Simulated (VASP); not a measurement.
P:

```
P
1.0
     2.45442    0.00000    0.00000
     0.00000    2.45442    0.00000
     0.00000    0.00000    4.87990
P
2
Direct
  0.00000 0.00000 0.74032
  0.00000 0.00000 0.25968
```

- Program: VASP 6.6.1
- Task: relaxation of cell and atoms
- Functional: PBE
- Potentials or basis: VASP PAW PBE potentials, release 64 (P)
- Cutoff: 600 eV
- k mesh: 22 × 22 × 12
- Occupations: gaussian, width 0.1 eV
- Spin: no spin polarisation

At the start: pressure 0.0 GPa; volume 14.70 Å³/atom.

Task: Where does the relaxation end?

Result: Over 8 steps the energy falls by 3.3 meV/atom and the volume is 14.57 Å³/atom (-0.9 %); space group P4/mmm (No. 123, to 0.1 Å) before, Pm-3m (No. 221, to 0.1 Å).

Step by step:
```csv
step,energy change (eV),largest force (eV/Å),pressure (GPa),volume (Å³)
1,0.0000,0.1406,0.02,29.40
2,-0.0022,0.0921,-0.33,29.40
3,-0.0026,0.0710,-0.51,29.41
4,-0.0041,0.0726,0.13,29.19
5,-0.0047,0.0614,0.86,28.97
6,-0.0056,0.0415,0.73,28.99
7,-0.0064,0.0072,0.56,29.02
8,-0.0067,0.0074,0.06,29.14
```

Final structure:
```cif
data_structure
_symmetry_space_group_name_H-M 'P 1'
_symmetry_Int_Tables_number 1
_cell_length_a 2.4447
_cell_length_b 2.4447
_cell_length_c 4.8763
_cell_angle_alpha 90.000
_cell_angle_beta 90.000
_cell_angle_gamma 90.000
_cell_volume 29.14
loop_
_atom_site_label
_atom_site_type_symbol
_atom_site_fract_x
_atom_site_fract_y
_atom_site_fract_z
_atom_site_occupancy
P1 P 0.00000 0.00000 0.74932 1
P2 P 0.00000 0.00000 0.25068 1
```
